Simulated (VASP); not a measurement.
# Yb3InC (Pm-3m) in VASP: a series of runs

Runs on Yb3InC. Level: PBE. Tasks: single point.

All numbers are computed with VASP 6.6.1; they aren't measurements. Logs are shortened: lines on timing, memory, paths and dates and some standing lists are left out, and cuts for length are marked.

## 1. The cell of the first run

The structure is cubic, space group Pm-3m (No. 221). The conventional cell has a = 5.063 Å, b = 5.063 Å, c = 5.063 Å, α = 90.00°, β = 90.00°, γ = 90.00°. Within 3.3 Å of Yb (site symmetry 4/mmm) lie 2 C at 2.53 Å. In (site symmetry m-3m) has 12 Yb at 3.58 Å and 8 C at 4.38 Å within 4.7 Å. C (site symmetry m-3m) has 6 Yb at 2.53 Å within 3.3 Å.

## 2. Single point, PBE

The input, INCAR:

```
PREC     = Accurate       # precision mode
ENCUT    = 600            # plane-wave cutoff, eV
EDIFF    = 1E-6           # SCF threshold, eV
ISMEAR   = -1             # smearing method
SIGMA    = 0.2            # smearing width, eV
LREAL    = False          # projectors in reciprocal space
LASPH    = True           # aspherical terms in the spheres
NELM     = 200            # most SCF steps
ALGO     = Normal         # electronic algorithm
ISIF     = 2              # what is computed and relaxed
LWAVE    = False          # write WAVECAR
LCHARG   = False          # write CHGCAR
GGA      = PE             # functional
NBANDS   = 52             # bands
GGA_COMPAT= False        
LMAXMIX  = 6              # l up to which the mixer works
```

The input, KPOINTS:

```
regular mesh
0
Gamma
  4 4 4
```

The input, POSCAR:

```
Yb3InC
1.0
    5.0632000000      0.0000000000      0.0000000000
    0.0000000000      5.0632000000      0.0000000000
    0.0000000000      0.0000000000      5.0632000000
Yb In C
3 1 1
Direct
    0.5000000000      0.0000000000      0.5000000000
    0.0000000000      0.5000000000      0.5000000000
    0.5000000000      0.5000000000      0.0000000000
    0.0000000000      0.0000000000      0.0000000000
    0.5000000000      0.5000000000      0.5000000000
```

Potentials or basis: VASP PAW PBE potentials, release 64 (Yb, In_d, C).

Launch:

```sh
$ cat potpaw_PBE.64/Yb/POTCAR potpaw_PBE.64/In_d/POTCAR potpaw_PBE.64/C/POTCAR > POTCAR
$ mpirun -np 1 vasp_std > vasp.out
```

OUTCAR:

```text
PREC = Accurate
   ENCUT = 600
   EDIFF = 1E-6
   ISMEAR = -1
   LREAL = False
   LASPH = True
   NELM = 200
   ISIF = 2
   GGA = PE

 ion  position               nearest neighbor table
   1  0.500  0.000  0.500-   5 2.53   5 2.53   4 3.58   2 3.58   3 3.58   4 3.58   2 3.58   3 3.58
                             3 3.58   3 3.58   2 3.58   4 3.58   4 3.58   2 3.58
   2  0.000  0.500  0.500-   5 2.53   5 2.53   4 3.58   1 3.58   3 3.58   4 3.58   1 3.58   4 3.58
                             4 3.58   1 3.58   3 3.58   3 3.58   3 3.58   1 3.58
   3  0.500  0.500  0.000-   5 2.53   5 2.53   4 3.58   1 3.58   1 3.58   2 3.58   2 3.58   1 3.58
                             4 3.58   1 3.58   2 3.58   4 3.58   2 3.58   4 3.58
   4  0.000  0.000  0.000-   1 3.58   2 3.58   3 3.58   1 3.58   2 3.58   2 3.58   3 3.58   2 3.58
                             1 3.58   3 3.58   1 3.58   3 3.58
   5  0.500  0.500  0.500-   1 2.53   2 2.53   3 2.53   3 2.53   1 2.53   2 2.53

  LATTYP: Found a simple cubic cell.
 ALAT       =     5.0632000000

  Lattice vectors:

 A1 = (   5.0632000000,   0.0000000000,   0.0000000000)
 A2 = (   0.0000000000,   5.0632000000,   0.0000000000)
 A3 = (   0.0000000000,   0.0000000000,   5.0632000000)

Analysis of symmetry for initial positions (statically):
=====================================================================
 Subroutine PRICEL returns:
 Original cell was already a primitive cell.

 Routine SETGRP: Setting up the symmetry group for a
 simple cubic supercell.

 Subroutine GETGRP returns: Found 48 space group operations
 (whereof 48 operations were pure point group operations)
 out of a pool of 48 trial point group operations.

The static configuration has the point symmetry O_h .

Analysis of symmetry for dynamics (positions and initial velocities):
=====================================================================
 Subroutine PRICEL returns:
 Original cell was already a primitive cell.

 Routine SETGRP: Setting up the symmetry group for a
 simple cubic supercell.

 Subroutine GETGRP returns: Found 48 space group operations
 (whereof 48 operations were pure point group operations)
 out of a pool of 48 trial point group operations.

The dynamic configuration has the point symmetry O_h .

 Subroutine INISYM returns: Found 48 space group operations
 (whereof 48 operations are pure point group operations),
 and found     1 'primitive' translations

[... 85 lines left out ...]
   EDIFF  = 0.1E-05   stopping-criterion for ELM
   LREAL  =      F    real-space projection
   EDIFFG = 0.1E-04   stopping-criterion for IOM
   NSW    =      0    number of steps for IOM
   IBRION =     -1    ionic relax: 0-MD 1-quasi-New 2-CG
   NFREE  =      0    steps in history (QN), initial steepest desc. (CG)
   ISIF   =      2    stress and relaxation
   ISYM   =      2    0-nonsym 1-usesym 2-fastsym
   POTIM  = 0.5000    time-step for ionic-motion
   TEBEG  =    0.0;   TEEND  =   0.0 temperature during run
   PSTRESS=    0.0 pullay stress
   NELECT =      89.0000    total number of electrons
   NUPDOWN=      -1.0000    fix difference up-down
   EMIN   =  10.00;   EMAX   =-10.00  energy-range for DOS
   EFERMI =   0.00;   METHOD = LEGACY
   ISMEAR =    -1;   SIGMA  =   0.20  broadening in eV -4-tet -1-fermi 0-gaus
   EFERMI_NEDOS =   21; number of points for ismear=-14 and -15
   IALGO  =     38    algorithm
   IMIX   =      4    mixing-type and parameters
     AMIX     =   0.40;   BMIX     =  1.00
     AMIX_MAG =   1.60;   BMIX_MAG =  1.00
  volume/ion in A,a.u.               =      25.96       175.19
  Fermi-wavevector in a.u.,A,eV,Ry     =   1.443598  2.728006 28.354223  2.083977
  Thomas-Fermi vector in A             =   2.561988
   LORBIT       =      0    0 simple, 1 ext, 2 COOP (PROOUT), +10 PAW based schemes
   GGA     = PE    functional components
   LHFCALC =     F    Hartree Fock is set to
   AEXX    =    0.0000 exact exchange contribution
   IVDW    =     0    specifies the selected vdW correction
   LEPSILON=     F    determine dielectric tensor
   LRPA    =     F    only Hartree local field effects (RPA)
 non-spin polarized calculation
  energy-cutoff  :      600.00
  volume of cell :      129.80
 maximum number of plane-waves:      4385
   NGX = 21   NGY = 21   NGZ = 21

 number of electron      89.0000076 magnetization

 Free energy of the ion-electron system (eV)
  ---------------------------------------------------
  ext. energy  EPLUGINS =         0.00000000
  ---------------------------------------------------
  free energy    TOTEN  =       -24.17099715 eV

  energy without entropy =      -22.70180670  energy(sigma->0) =      -23.43640193

 E-fermi :   2.7389     XC(G=0): -10.1108

 val. band max:        2.7169374858   @ k =   0.5000   0.5000   0.0000
 cond. band min:       2.7603637505   @ k =   0.5000   0.2500   0.0000
 fundamental gap:      0.0434262646
 Fermi energy:         2.7389462721

 k-point     1 :       0.0000    0.0000    0.0000
  band No.  band energies     occupation
      1     -48.9410      2.00000
      2     -48.9150      2.00000
      3     -48.9150      2.00000
      4     -21.3211      2.00000
      5     -21.3211      2.00000
      6     -21.3211      2.00000
[... 539 lines left out ...]
     51       5.9155      0.00000
     52       5.9155      0.00000

------------------------ aborting loop because EDIFF is reached ----------------------------------------

  FORCE on cell =-STRESS in cart. coord.  units (eV):
  Direction    XX          YY          ZZ          XY          YZ          ZX
  --------------------------------------------------------------------------------------
  -------------------------------------------------------------------------------------
  Total       -2.8294488     -2.8294488     -2.8294488      0.0000000      0.0000000     -0.0000000
  in kB      -34.9250605    -34.9250605    -34.9250605      0.0000000      0.0000000     -0.0000000
  external PRESSURE =     -34.9250605 kB  Pullay stress =       0.0000000 kB

 VOLUME and BASIS-vectors are now :
 -----------------------------------------------------------------------------
  energy-cutoff  :      600.00
  volume of cell :      129.80
      direct lattice vectors                 reciprocal lattice vectors
     5.063200000  0.000000000  0.000000000     0.197503555  0.000000000  0.000000000
     0.000000000  5.063200000  0.000000000     0.000000000  0.197503555  0.000000000
     0.000000000  0.000000000  5.063200000     0.000000000  0.000000000  0.197503555

 POSITION                                       TOTAL-FORCE (eV/Angst)
 -----------------------------------------------------------------------------------
      2.53160      0.00000      2.53160         0.000000      0.000000      0.000000
      0.00000      2.53160      2.53160         0.000000      0.000000      0.000000
      2.53160      2.53160      0.00000         0.000000      0.000000      0.000000
      0.00000      0.00000      0.00000         0.000000      0.000000      0.000000
      2.53160      2.53160      2.53160         0.000000      0.000000      0.000000
 -----------------------------------------------------------------------------------
    total drift:                               -0.000000     -0.000000     -0.000000

  FREE ENERGIE OF THE ION-ELECTRON SYSTEM (eV)
  ---------------------------------------------------
  free  energy   TOTEN  =       -24.1709971462 eV

  energy  without entropy=      -22.7018067039  energy(sigma->0) =      -23.43640193
```

It took 6 min on 1 thread of Intel Xeon Platinum 8259CL at 2.50GHz (Skylake/Cascade Lake), shared host; peak memory 0.3 GiB.

What came out:

| Property | Result |
| --- | --- |
| Free energy | -24.1710 eV |
| Pressure | -3.5 GPa |
| Band gap on the k mesh | zero (an odd number of electrons rules out a gap without spin polarisation) |

Levels at points of the mesh, in eV from the Fermi level:
```csv
k point,band 42,band 43,band 44,band 45,band 46,band 47,band 48,band 49
"(0.00, 0.00, 0.00)",-0.11,-0.11,0.04,0.04,1.08,1.08,1.08,1.99
"(0.50, 0.00, 0.00)",-0.52,-0.22,-0.22,0.06,0.06,1.46,1.56,2.82
"(0.50, 0.50, 0.00)",-0.73,-0.59,-0.40,-0.40,-0.02,1.65,2.51,2.51
"(0.50, 0.50, 0.50)",-0.73,-0.71,-0.40,-0.40,-0.40,1.89,1.89,1.89
```

Caveat: the cell stands under tension; spin-orbit coupling is left out, which moves the levels of the heavy elements.

## 3. Single point, PBE

INCAR: that of step 2 with these lines changed.

```diff
@@ -4,3 +4,3 @@
 ISMEAR   = -1             # smearing method
-SIGMA    = 0.2            # smearing width, eV
+SIGMA    = 0.1            # smearing width, eV
 LREAL    = False          # projectors in reciprocal space
@@ -11,4 +11,6 @@
 LWAVE    = False          # write WAVECAR
-LCHARG   = False          # write CHGCAR
+LCHARG   = True           # write CHGCAR
 GGA      = PE             # functional
+LELF     = True           # ELF
+LVHAR    = True         
 NBANDS   = 52             # bands
```

KPOINTS is that of step 2.

POSCAR is that of step 2.

Potentials or basis: VASP PAW PBE potentials, release 64 (Yb, In_d, C).

Launch:

```sh
$ cat potpaw_PBE.64/Yb/POTCAR potpaw_PBE.64/In_d/POTCAR potpaw_PBE.64/C/POTCAR > POTCAR
$ mpirun -np 1 vasp_std > vasp.out
```

Run time: 7.3 min. Hardware: 1 thread of Intel Xeon Platinum 8259CL at 2.50GHz (Skylake/Cascade Lake), shared host; peak memory 0.3 GiB.

It converged, with:

```
Free energy            : -23.5552 eV
Pressure               : -3.6 GPa
Band gap on the k mesh : zero (an odd number of electrons rules out a gap without spin polarisation)
```

Levels at points of the mesh, in eV from the Fermi level:
```
           k point  band 43  band 44  band 45  band 46  band 47  band 48
(0.00, 0.00, 0.00)     0.02     0.10     0.10     1.15     1.15     1.15
(0.50, 0.00, 0.00)    -0.07    -0.07     0.13     0.13     1.52     1.64
(0.50, 0.50, 0.00)    -0.39    -0.22    -0.22     0.05     1.72     2.59
(0.50, 0.50, 0.50)    -0.41    -0.26    -0.26    -0.26     1.95     1.95
```

Caveat: the cell stands under tension; spin-orbit coupling is left out, which moves the levels of the heavy elements.

The gap in the log of VASP goes by the Fermi energy; the results here count the filled bands.